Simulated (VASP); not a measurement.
A run of VASP 6.6.1 is set up as follows.

The input INCAR:

```
PREC = Accurate ; ENCUT = 520
EDIFF = 1E-6 ; ISMEAR = 0
SIGMA = 0.1 ; LREAL = False
LASPH = True ; NELM = 80
ALGO = Normal ; ISIF = 2
LWAVE = False ; LCHARG = True
GGA = PE ; LELF = True
LVHAR = True ; NBANDS = 14
```

KPOINTS

```
regular mesh
0
Gamma
  18 18 18
```

Contents of POSCAR:

```
Rh
1.0
    0.0000000000      1.9226571988      1.9226571988
    1.9226571988      0.0000000000      1.9226571988
    1.9226571988      1.9226571988      0.0000000000
Rh
1
Direct
    0.0000000000      0.0000000000      0.0000000000
```

Potentials or basis: VASP PAW PBE potentials, release 64 (Rh_pv).

Launch:

```bash
$ cat potpaw_PBE.64/Rh_pv/POTCAR > POTCAR
$ mpirun -np 1 vasp_std > vasp.out
```

**Question.** What does it give for the pressure?

**Answer.** -3.0 GPa.

**Question.** Predict the band gap on the k mesh.

**Answer.** Zero (an odd number of electrons rules out a gap without spin polarisation).
